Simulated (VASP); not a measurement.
Here is a VASP 6.6.1 calculation.

The input INCAR:

```
  PREC = Accurate
  ENCUT = 520
  EDIFF = 1E-7
  ISMEAR = 0
  SIGMA = 0.15
  LREAL = False
  LASPH = True
  NELM = 80
  ALGO = Fast
  ISIF = 2
  LWAVE = False
  LCHARG = False
  GGA = PS
  NBANDS = 18
```

Contents of KPOINTS:

```
Automatic mesh
0
Gamma
  16 16 16
```

POSCAR

```
ZnCu
1.0
    2.9450000000      0.0000000000      0.0000000000
    0.0000000000      2.9450000000      0.0000000000
    0.0000000000      0.0000000000      2.9450000000
Zn Cu
1 1
Direct
    0.4558900473      0.4558900473      0.4558900473
    0.0000000000      0.0000000000      0.0000000000
```

Potentials or basis: VASP PAW PBE potentials, release 64 (Zn, Cu).

The run is started by

```bash
$ cat potpaw_PBE.64/Zn/POTCAR potpaw_PBE.64/Cu/POTCAR > POTCAR
$ mpirun -np 1 vasp_std > vasp.out
```

Problem. Predict the band gap on the k mesh.

Solution. Zero (an odd number of electrons rules out a gap without spin polarisation).

Problem. What does it give for the pressure?

Solution. -1.3 GPa.

Problem. Estimate the largest force.

Solution. 1.163 eV/Å.

Stress tensor (GPa, compression positive):
```
-1.32  2.05  2.05
 2.05 -1.32  2.05
 2.05  2.05 -1.32
```

Caveat: the cell differs from its parent crystal (all Zn atoms moved +0.225 Å, as atom 1 towards its neighbour atom 2 (Cu) at 2.550 Å); the PAW data sets were made with another functional, which shifts forces and pressure a little.
